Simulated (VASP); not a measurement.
Wanted: the native input for a VASP 6.6.1 run.

- Task: single point
- Functional: PBEsol
- Potentials or basis: VASP PAW PBE potentials, release 64 (Te, Cd)
- Cutoff: 520 eV
- k mesh: 7 × 7 × 7
- Occupations: fermi-dirac, width 0.05 eV
- Spin: non-collinear spin, zero start, spin-orbit coupling
- Starting moments: [[0.0, 0.0, 0.0], [0.0, 0.0, 0.0]] μB
- Dipole correction: no
- Further INCAR settings: ALGO = Normal; EDIFF = 1e-07; NBANDS = 30

The structure of CdTe lies in POSCAR:

```
CdTe
1.0
    0.0000000000      3.1395734784      3.1395734784
    3.1395734784      0.0000000000      3.1395734784
    3.1395734784      3.1395734784      0.0000000000
Te Cd
1 1
Direct
    0.7500000000      0.7500000000      0.7500000000
    0.0000000000      0.0000000000      0.0000000000
```

The input as run:

INCAR

```
ALGO = Normal ; EDIFF = 1E-7
ENCUT = 520 ; GGA = PS
GGA_COMPAT = F ; ISIF = 2
ISMEAR = -1 ; LASPH = T
LCHARG = F ; LORBIT = 11
LORBMOM = T ; LREAL = F
LSORBIT = T ; LWAVE = F
MAGMOM = 0 0 0 0 0 0 ; NBANDS = 30
NELM = 150 ; PREC = Accurate
SIGMA = 0.05
```

KPOINTS

```
k-points
0
Gamma
  7 7 7
```

Potentials or basis: VASP PAW PBE potentials, release 64 (Te, Cd).

The run is started by

```sh
$ cat potpaw_PBE.64/Te/POTCAR potpaw_PBE.64/Cd/POTCAR > POTCAR
$ mpirun -np 1 vasp_ncl > vasp.out
```

It gave:

```yaml
Pressure: 5.4 GPa
Net_moment: 0.00 μB per cell
Valence_electrons_inside_the_program's_atomic_spheres: Te 3.47; Cd 10.40
```

Caveat: the cell stands under pressure; the PAW data sets were made with another functional, which shifts forces and pressure a little.

It took 3.5 min on 1 thread of AMD EPYC 7R43 64-Core Processor (Zen 3), on a shared host, peak memory 0.38 GiB.
